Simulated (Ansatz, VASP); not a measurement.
# CdO5 in VASP and in Ansatz

```
Cd O
1.0
     0.00000    3.26394    3.26394
     3.26394    0.00000    3.26394
     3.26394    3.26394    0.00000
Cd O
1 5
Direct
  0.00000 0.00000 0.00000
  0.25000 0.25000 0.25000
  0.12500 0.62500 0.62500
  0.62500 0.62500 0.62500
  0.62500 0.12500 0.62500
  0.62500 0.62500 0.12500
```

Change from the starting cell: species swapped into the ZrCu5 type (F-43m, No. 216).

Alike in both runs: task single point; functional PBE; k mesh 4 × 4 × 4; occupations gaussian, width 0.1 eV; collinear spin.

|  | VASP | Ansatz |
| --- | --- | --- |
| version | VASP 6.6.1 | Ansatz 0.2.0 |
| potentials or method | VASP PAW PBE potentials, release 64 (Cd, O), cutoff 520 eV | scalar-relativistic, plane waves, PAW |
| valence electrons in the cell | 42 | 50 |

```tsv
	VASP	Ansatz	Ansatz less VASP
gap on the k mesh at the Fermi level (eV)	none	none	-
pressure (GPa)	-9.3	-9.4	-0.01
net moment per atom (μB)	0.89	0.89	0.000
size of the moment on the site where the two differ most (μB)	1.34	1.58	+0.239
```

Site moments also hang on the region over which each program counts them. A gap of «none» marks a metal or a gap that the smearing closes. VASP's potentials hold 42 valence electrons a cell and Ansatz's 50, so a difference there can come from the potentials and not from the codes.

The k mesh is coarse, so the values compare programs but aren't converged.
